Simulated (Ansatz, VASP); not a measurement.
## AlN in VASP and in Ansatz

```
Al N
1.0
     0.00000    2.15443    2.15443
     2.15443    0.00000    2.15443
     2.15443    2.15443    0.00000
Al N
1 1
Direct
  0.00000 0.00000 0.00000
  0.25000 0.25000 0.25000
```

Alike in both runs: task relaxation of cell and atoms; functional PBE; k mesh 17 × 17 × 17; occupations fermi-dirac, width 0.08 eV; no spin polarisation.

|  | VASP | Ansatz |
| --- | --- | --- |
| version | VASP 6.6.1 | Ansatz 0.2.0 |
| potentials or method | VASP PAW PBE potentials, release 64 (Al, N) | PAW with Ansatz's default frozen-core files, scalar-relativistic |
| plane-wave cutoff (eV) | 600 | 420 |
| valence electrons in the cell | 8 | 8 |

|  | VASP | Ansatz | Ansatz less VASP |
| --- | --- | --- | --- |
| relaxed volume (Å³/atom) | 10.66 | 10.67 | +0.013 |
| relaxed cell length with the largest relative difference (Å) | 3.112 | 3.113 | +0.0012 |
